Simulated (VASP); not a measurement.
# PbO (P4/nmm) in VASP: a series of runs

PbO is run at these levels: PBE; tasks: single point, relaxation of cell and atoms.

Everything below comes from runs of VASP 6.6.1. Logs are shortened: lines on timing, memory, paths and dates and some standing lists are left out, and cuts for length are marked.

## Step 1: The cell of the first run

The structure is tetragonal, space group P4/nmm (No. 129). The conventional cell has a = 4.057 Å, b = 4.057 Å, c = 5.595 Å, α = 90.00°, β = 90.00°, γ = 90.00°. Pb (site symmetry 4mm) has 4 O at 2.35 Å within 3.1 Å. O (site symmetry -4m2) has 4 Pb at 2.35 Å and 4 O at 2.87 Å within 3.1 Å.

## Step 2: Single point, PBE

File INCAR:

```
PREC = Accurate ; ENCUT = 600
EDIFF = 1E-6 ; ISMEAR = 0
SIGMA = 0.02 ; LREAL = False
LASPH = True ; NELM = 120
ALGO = Normal ; ISIF = 2
LWAVE = False ; LCHARG = False
GGA = PE ; NBANDS = 28
GGA_COMPAT = False
```

File KPOINTS:

```
Automatic mesh
0
Gamma
  8 8 6
```

File POSCAR:

```
PbO
1.0
    4.0565993880      0.0000000000      0.0000000000
    0.0000000000      4.0565993880      0.0000000000
    0.0000000000      0.0000000000      5.5953241868
Pb O
2 2
Direct
    0.0000000000      0.5000000000      0.2127085630
    0.5000000000      0.0000000000      0.7872914370
    0.0000000000      0.0000000000      0.0000000000
    0.5000000000      0.5000000000      0.0000000000
```

Potentials or basis: VASP PAW PBE potentials, release 64 (Pb_d, O).

Started as:

```bash
$ cat potpaw_PBE.64/Pb_d/POTCAR potpaw_PBE.64/O/POTCAR > POTCAR
$ mpirun -np 1 vasp_std > vasp.out
```

OUTCAR:

```text
PREC = Accurate
   ENCUT = 600
   EDIFF = 1E-6
   ISMEAR = 0
   LREAL = False
   LASPH = True
   NELM = 120
   ISIF = 2
   GGA = PE

 ion  position               nearest neighbor table
   1  0.000  0.500  0.213-   3 2.35   4 2.35   3 2.35   4 2.35   2 3.73   2 3.73   2 3.73   2 3.73

   2  0.500  0.000  0.787-   3 2.35   4 2.35   4 2.35   3 2.35   1 3.73   1 3.73   1 3.73   1 3.73

   3  0.000  0.000  0.000-   1 2.35   2 2.35   1 2.35   2 2.35
   4  0.500  0.500  0.000-   1 2.35   2 2.35   2 2.35   1 2.35

  LATTYP: Found a simple tetragonal cell.
 ALAT       =     4.0565993880
 C/A-ratio  =     1.3793139651

  Lattice vectors:

 A1 = (   4.0565993880,   0.0000000000,   0.0000000000)
 A2 = (   0.0000000000,   4.0565993880,   0.0000000000)
 A3 = (   0.0000000000,   0.0000000000,   5.5953241868)

Analysis of symmetry for initial positions (statically):
=====================================================================
 Subroutine PRICEL returns:
 Original cell was already a primitive cell.

 Routine SETGRP: Setting up the symmetry group for a
 simple tetragonal supercell.

 Subroutine GETGRP returns: Found 16 space group operations
 (whereof  8 operations were pure point group operations)
 out of a pool of 16 trial point group operations.

The static configuration has the point symmetry D_2d.
 The point group associated with its full space group is D_4h.

Analysis of symmetry for dynamics (positions and initial velocities):
=====================================================================
 Subroutine PRICEL returns:
 Original cell was already a primitive cell.

 Routine SETGRP: Setting up the symmetry group for a
 simple tetragonal supercell.

 Subroutine GETGRP returns: Found 16 space group operations
 (whereof  8 operations were pure point group operations)
 out of a pool of 16 trial point group operations.

The dynamic configuration has the point symmetry D_2d.
 The point group associated with its full space group is D_4h.

 Subroutine INISYM returns: Found 16 space group operations
 (whereof  8 operations are pure point group operations),
 and found     1 'primitive' translations

----------------------------------------------------------------------------------------

                                     Primitive cell

  volume of cell :      92.0766

  direct lattice vectors                    reciprocal lattice vectors
     4.056599388  0.000000000  0.000000000     0.246511894  0.000000000  0.000000000
     0.000000000  4.056599388  0.000000000     0.000000000  0.246511894  0.000000000
     0.000000000  0.000000000  5.595324187     0.000000000  0.000000000  0.178720654

  length of vectors
     4.056599388  4.056599388  5.595324187     0.246511894  0.246511894  0.178720654

  position of ions in fractional coordinates (direct lattice)
     0.000000000  0.500000000  0.212708563
     0.500000000  0.000000000  0.787291437
     0.000000000  0.000000000  0.000000000
     0.500000000  0.500000000  0.000000000

  ion indices of the primitive-cell ions
   primitive index   ion index
                 1           1
                 2           2
                 3           3
                 4           4

----------------------------------------------------------------------------------------

 KPOINTS: Automatic mesh

Automatic generation of k-mesh.
 Grid dimensions read from file:
 generate k-points for:    8    8    6

 Generating k-lattice:

  Cartesian coordinates                     Fractional coordinates (reciprocal lattice)
     0.030813987  0.000000000  0.000000000     0.125000000  0.000000000  0.000000000
     0.000000000  0.030813987  0.000000000     0.000000000  0.125000000  0.000000000
     0.000000000  0.000000000  0.029786776     0.000000000  0.000000000  0.166666667

  Length of vectors
     0.030813987  0.030813987  0.029786776

  Shift w.r.t. Gamma in fractional coordinates (k-lattice)
     0.000000000  0.000000000  0.000000000

 Subroutine IBZKPT returns following result:
 ===========================================

 Found     60 irreducible k-points:

 Following reciprocal coordinates:
            Coordinates               Weight
  0.000000  0.000000  0.000000      1.000000
  0.125000  0.000000  0.000000      4.000000
  0.250000  0.000000  0.000000      4.000000
  0.375000  0.000000  0.000000      4.000000
  0.500000  0.000000  0.000000      2.000000
  0.125000  0.125000  0.000000      4.000000
[... 16 lines left out ...]
  0.375000  0.125000  0.166667     16.000000
  0.500000  0.125000  0.166667      8.000000
 [... further k-points ...]
   k-points           NKPTS =     60   k-points in BZ     NKDIM =     60   number of bands    NBANDS=     28
   number of dos      NEDOS =    301   number of ions     NIONS =      4
   total plane-waves  NPLWV =  49152
   dimension x,y,z NGX =    32 NGY =   32 NGZ =   48
   dimension x,y,z NGXF=    64 NGYF=   64 NGZF=   96
   ions per type =               2   2
   NGX,Y,Z   is equivalent  to a cutoff of  13.11, 13.11, 14.26 a.u.
   NGXF,Y,Z  is equivalent  to a cutoff of  26.23, 26.23, 28.52 a.u.
 SYSTEM =  unknown system
   PREC   = accura    normal or accurate (medium, high low for compatibility)
   ISTART =      0    job   : 0-new  1-cont  2-samecut
   ICHARG =      2    charge: 1-file 2-atom 10-const
   ISPIN  =      1    spin polarized calculation?
   LNONCOLLINEAR =      F non collinear calculations
   LSORBIT =      F    spin-orbit coupling
   LASPH  =      T    aspherical Exc in radial PAW
   ENCUT  =  600.0 eV  44.10 Ry    6.64 a.u.   8.10  8.10 11.18*2*pi/ulx,y,z
   NELM   =    120;   NELMIN=  2; NELMDL= -5     # of ELM steps
   EDIFF  = 0.1E-05   stopping-criterion for ELM
   LREAL  =      F    real-space projection
   EDIFFG = 0.1E-04   stopping-criterion for IOM
   NSW    =      0    number of steps for IOM
   IBRION =     -1    ionic relax: 0-MD 1-quasi-New 2-CG
   NFREE  =      0    steps in history (QN), initial steepest desc. (CG)
   ISIF   =      2    stress and relaxation
   ISYM   =      2    0-nonsym 1-usesym 2-fastsym
   POTIM  = 0.5000    time-step for ionic-motion
   TEBEG  =    0.0;   TEEND  =   0.0 temperature during run
   PSTRESS=    0.0 pullay stress
   NELECT =      40.0000    total number of electrons
   NUPDOWN=      -1.0000    fix difference up-down
   EMIN   =  10.00;   EMAX   =-10.00  energy-range for DOS
   EFERMI =   0.00;   METHOD = LEGACY
   ISMEAR =     0;   SIGMA  =   0.02  broadening in eV -4-tet -1-fermi 0-gaus
   EFERMI_NEDOS =   21; number of points for ismear=-14 and -15
   IALGO  =     38    algorithm
   IMIX   =      4    mixing-type and parameters
     AMIX     =   0.40;   BMIX     =  1.00
     AMIX_MAG =   1.60;   BMIX_MAG =  1.00
  volume/ion in A,a.u.               =      23.02       155.34
  Fermi-wavevector in a.u.,A,eV,Ry     =   1.239876  2.343026 20.916142  1.537293
  Thomas-Fermi vector in A             =   2.374341
   LORBIT       =      0    0 simple, 1 ext, 2 COOP (PROOUT), +10 PAW based schemes
   GGA     = PE    functional components
   LHFCALC =     F    Hartree Fock is set to
   AEXX    =    0.0000 exact exchange contribution
   IVDW    =     0    specifies the selected vdW correction
   LEPSILON=     F    determine dielectric tensor
   LRPA    =     F    only Hartree local field effects (RPA)
 non-spin polarized calculation
 Gauss-broadening in eV      SIGMA  =   0.02
  energy-cutoff  :      600.00
  volume of cell :       92.08
 maximum number of plane-waves:      3108
   NGX = 17   NGY = 17   NGZ = 23

 number of electron      40.0000019 magnetization

 Free energy of the ion-electron system (eV)
  ---------------------------------------------------
  ext. energy  EPLUGINS =         0.00000000
  ---------------------------------------------------
  free energy    TOTEN  =       -21.52211542 eV

  energy without entropy =      -21.52211542  energy(sigma->0) =      -21.52211542

 E-fermi :   3.8774     XC(G=0):  -8.9889

 val. band max:        3.7262823718   @ k =   0.0000   0.0000   0.0000
 cond. band min:       5.5326823463   @ k =   0.0000   0.0000   0.3333
 fundamental gap:      1.8063999745
 Fermi energy:         3.8773767272

 k-point     1 :       0.0000    0.0000    0.0000
  band No.  band energies     occupation
      1     -14.1774      2.00000
      2     -13.7804      2.00000
      3     -12.1314      2.00000
      4     -12.1314      2.00000
      5     -12.0845      2.00000
      6     -12.0758      2.00000
[... 20 lines left out ...]
     27      11.5285      0.00000
     28      12.1544      0.00000

 k-point     2 :       0.1250    0.0000    0.0000
  band No.  band energies     occupation
      1     -14.1517      2.00000
      2     -13.7882      2.00000
      3     -12.1280      2.00000
      4     -12.1231      2.00000
      5     -12.0763      2.00000
      6     -12.0676      2.00000
[... 20 lines left out ...]
     27      11.7912      0.00000
     28      13.0630      0.00000

 k-point     3 :       0.2500    0.0000    0.0000
  band No.  band energies     occupation
      1     -14.0858      2.00000
      2     -13.8140      2.00000
      3     -12.1186      2.00000
      4     -12.1012      2.00000
      5     -12.0516      2.00000
      6     -12.0445      2.00000
[... 20 lines left out ...]
     27      12.0859      0.00000
     28      14.5361      0.00000

 k-point     4 :       0.3750    0.0000    0.0000
  band No.  band energies     occupation
      1     -14.0037      2.00000
      2     -13.8603      2.00000
      3     -12.1047      2.00000
      4     -12.0751      2.00000
      5     -12.0654      2.00000
      6     -12.0380      2.00000
[... 20 lines left out ...]
     27      12.5418      0.00000
     28      14.4486      0.00000

 k-point     5 :       0.5000    0.0000    0.0000
  band No.  band energies     occupation
      1     -13.9253      2.00000
      2     -13.9253      2.00000
      3     -12.0869      2.00000
      4     -12.0869      2.00000
      5     -12.0523      2.00000
      6     -12.0523      2.00000
[... 20 lines left out ...]
     27      13.3161      0.00000
     28      13.3161      0.00000

 k-point     6 :       0.1250    0.1250    0.0000
  band No.  band energies     occupation
      1     -14.1279      2.00000
      2     -13.7952      2.00000
      3     -12.1252      2.00000
      4     -12.1135      2.00000
      5     -12.0689      2.00000
      6     -12.0631      2.00000
[... 463 lines left out ...]
      5     -12.0667      2.00000
      6     -12.0648      2.00000
[... 20 lines left out ...]
     27      12.2741      0.00000
     28      13.4779      0.00000

 k-point    22 :       0.2500    0.1250    0.1667
  band No.  band energies     occupation
      1     -14.0671      2.00000
      2     -13.8183      2.00000
      3     -12.1104      2.00000
      4     -12.0930      2.00000
      5     -12.0512      2.00000
      6     -12.0437      2.00000
[... 20 lines left out ...]
     27      12.7814      0.00000
     28      14.1273      0.00000

 k-point    23 :       0.3750    0.1250    0.1667
  band No.  band energies     occupation
      1     -13.9925      2.00000
      2     -13.8612      2.00000
      3     -12.0976      2.00000
      4     -12.0709      2.00000
      5     -12.0610      2.00000
      6     -12.0316      2.00000
[... 20 lines left out ...]
     27      12.8730      0.00000
     28      13.4034      0.00000

 k-point    24 :       0.5000    0.1250    0.1667
  band No.  band energies     occupation
      1     -13.9210      2.00000
      2     -13.9210      2.00000
      3     -12.0823      2.00000
      4     -12.0823      2.00000
      5     -12.0468      2.00000
      6     -12.0468      2.00000
[... 20 lines left out ...]
     27      12.9972      0.00000
     28      12.9972      0.00000

 [... further k-points ...]

------------------------ aborting loop because EDIFF is reached ----------------------------------------

  FORCE on cell =-STRESS in cart. coord.  units (eV):
  Direction    XX          YY          ZZ          XY          YZ          ZX
  --------------------------------------------------------------------------------------
  -------------------------------------------------------------------------------------
  Total        0.0172358      0.0172358      0.0196437      0.0000000      0.0000000      0.0000000
  in kB        0.2999116      0.2999116      0.3418092      0.0000000      0.0000000      0.0000000
  external PRESSURE =       0.3138775 kB  Pullay stress =       0.0000000 kB

 VOLUME and BASIS-vectors are now :
 -----------------------------------------------------------------------------
  energy-cutoff  :      600.00
  volume of cell :       92.08
      direct lattice vectors                 reciprocal lattice vectors
     4.056599388  0.000000000  0.000000000     0.246511894  0.000000000  0.000000000
     0.000000000  4.056599388  0.000000000     0.000000000  0.246511894  0.000000000
     0.000000000  0.000000000  5.595324187     0.000000000  0.000000000  0.178720654

 POSITION                                       TOTAL-FORCE (eV/Angst)
 -----------------------------------------------------------------------------------
      0.00000      2.02830      1.19017        -0.000000      0.000000      0.031111
      2.02830      0.00000      4.40515         0.000000      0.000000     -0.031111
      0.00000      0.00000      0.00000        -0.000000      0.000000      0.000000
      2.02830      2.02830      0.00000        -0.000000      0.000000      0.000000
 -----------------------------------------------------------------------------------
    total drift:                                0.000000     -0.000000      0.000000

  FREE ENERGIE OF THE ION-ELECTRON SYSTEM (eV)
  ---------------------------------------------------
  free  energy   TOTEN  =       -21.5221154219 eV

  energy  without entropy=      -21.5221154219  energy(sigma->0) =      -21.52211542
```

Run time: 1.7 min. Hardware: 1 thread of Oxide Virtual Turin-like, shared host; peak memory 0.28 GiB.

What came out:

```
Free energy            : -21.5221 eV
Pressure               : 0.0 GPa
Largest force          : 0.031 eV/Å
Band gap on the k mesh : 1.81 eV (least direct gap 1.90 eV)
```

Forces on the atoms (eV/Å):
```
Pb   0.000  0.000  0.031
Pb   0.000  0.000 -0.031
O    0.000  0.000  0.000
O    0.000  0.000  0.000
```

Levels at points of the mesh, in eV from the valence-band top:
| k point | band 17 | band 18 | band 19 | band 20 | band 21 | band 22 | band 23 | band 24 |
| --- | --- | --- | --- | --- | --- | --- | --- | --- |
| (0.00, 0.00, 0.00) | -1.46 | -1.44 | -1.44 | 0.00 | 1.90 | 4.48 | 5.98 | 5.98 |
| (0.50, 0.00, 0.00) | -2.70 | -2.70 | -1.30 | -1.30 | 3.15 | 3.15 | 5.71 | 5.71 |
| (0.50, 0.50, 0.00) | -1.57 | -1.57 | -0.84 | -0.84 | 1.81 | 1.81 | 5.25 | 5.25 |
| (0.00, 0.00, 0.50) | -1.48 | -1.46 | -1.46 | -0.74 | 1.81 | 4.28 | 4.54 | 4.54 |
| (0.50, 0.00, 0.50) | -2.69 | -2.69 | -0.88 | -0.88 | 2.88 | 2.88 | 6.43 | 6.43 |
| (0.50, 0.50, 0.50) | -1.84 | -1.84 | -0.84 | -0.84 | 3.74 | 3.74 | 3.98 | 3.98 |

Caveat: spin-orbit coupling is left out, which moves the levels of the heavy elements. A k mesh can miss the band edges.

## Step 3: Relaxation of cell and atoms, PBE

This run uses another cell than the first one, of 19.94 Å³/atom.

File INCAR:

```
SYSTEM = PbO
ALGO = Normal
EDIFF = 1E-7
EDIFFG = -0.01
ENCUT = 600
GGA = PE
GGA_COMPAT = .FALSE.
IBRION = 2
ISIF = 3
ISMEAR = 0
LASPH = .TRUE.
LCHARG = .FALSE.
LREAL = .FALSE.
LWAVE = .FALSE.
NELM = 120
NELMIN = 4
NSW = 80
PREC = Accurate
SIGMA = 0.02
```

File KPOINTS:

```
k-points
0
G
  8 8 6
  0 0 0
```

File POSCAR:

```
PbO
1.0
    3.9900000000      0.0000000000      0.0000000000
    0.0000000000      3.9900000000      0.0000000000
    0.0000000000      0.0000000000      5.0100000000
Pb O
2 2
Direct
    0.0000000000      0.5000000000      0.2400000000
    0.5000000000      0.0000000000      0.7600000000
    0.0000000000      0.0000000000      0.0000000000
    0.5000000000      0.5000000000      0.0000000000
```

Potentials or basis: VASP PAW PBE potentials, release 64 (Pb_d, O).

Started as:

```bash
$ cat potpaw_PBE.64/Pb_d/POTCAR potpaw_PBE.64/O/POTCAR > POTCAR
$ mpirun -np 1 vasp_std > vasp.out
```

Wall time 16 min (1 thread of Oxide Virtual Turin-like, shared host); peak memory 0.25 GiB.

The run converged. Its results:

- Free energy: -21.5109 eV
- Relaxed volume: 22.69 Å³/atom
- Relaxed cell: a = 4.060 Å, b = 4.060 Å, c = 5.507 Å, α = 90.00°, β = 90.00°, γ = 90.00°
- Space group after relaxing (to 0.1 Å): P4/nmm (No. 129)
- Energy gained by relaxing: 17.3 meV/atom
- Ionic steps: 12
- Pressure after relaxing: 0.0 GPa
- Largest force after relaxing: 0.009 eV/Å
- Band gap on the k mesh: 1.74 eV (least direct gap 1.94 eV)

Forces in eV/Å, atoms in the order of the input:
```
Pb   0.000  0.000  0.009
Pb   0.000  0.000 -0.009
O    0.000  0.000  0.000
O    0.000  0.000  0.000
```

Stress tensor (GPa, compression positive):
```
-0.02  0.00  0.00
 0.00 -0.02  0.00
 0.00  0.00  0.06
```

Step by step:
```tsv
step	energy change (eV)	largest force (eV/Å)	pressure (GPa)	volume (Å³)
1	0.0000	0.0261	3.01	79.76
2	-0.0217	0.6131	-1.27	84.15
3	-0.0277	0.4182	0.00	82.71
4	-0.0403	0.2447	0.06	83.57
5	-0.0463	0.0084	0.16	84.84
6	-0.0463	0.0250	0.15	84.75
7	-0.0499	0.0300	0.08	85.27
8	-0.0586	0.0444	-0.11	86.81
9	-0.0675	0.0652	-0.31	89.86
10	-0.0684	0.0732	-0.37	90.99
11	-0.0479	0.4942	2.27	89.54
12	-0.0691	0.0092	0.01	90.78
```

Final structure:
```xyz
4
Lattice="4.0599 0.0000 0.0000 0.0000 4.0599 0.0000 0.0000 0.0000 5.5074" Properties=species:S:1:pos:R:3 pbc="T T T"
Pb    0.0000    2.0300    1.1895
Pb    2.0300    0.0000    4.3179
O     0.0000    0.0000    0.0000
O     2.0300    2.0300    0.0000
```

Levels at points of the mesh, in eV from the valence-band top:
| k point | band 17 | band 18 | band 19 | band 20 | band 21 | band 22 | band 23 | band 24 |
| --- | --- | --- | --- | --- | --- | --- | --- | --- |
| (0.00, 0.00, 0.00) | -1.46 | -1.45 | -1.45 | 0.00 | 1.94 | 4.61 | 5.91 | 5.91 |
| (0.50, 0.00, 0.00) | -2.71 | -2.71 | -1.32 | -1.32 | 3.17 | 3.17 | 5.79 | 5.79 |
| (0.50, 0.50, 0.00) | -1.56 | -1.56 | -0.84 | -0.84 | 1.74 | 1.74 | 5.24 | 5.24 |
| (0.00, 0.00, 0.50) | -1.48 | -1.46 | -1.46 | -0.74 | 1.81 | 4.28 | 4.46 | 4.46 |
| (0.50, 0.00, 0.50) | -2.69 | -2.69 | -0.87 | -0.87 | 2.90 | 2.90 | 6.42 | 6.42 |
| (0.50, 0.50, 0.50) | -1.87 | -1.87 | -0.84 | -0.84 | 3.70 | 3.70 | 4.07 | 4.07 |

Caveat: spin-orbit coupling is left out, which moves the levels of the heavy elements. A k mesh can miss the band edges.
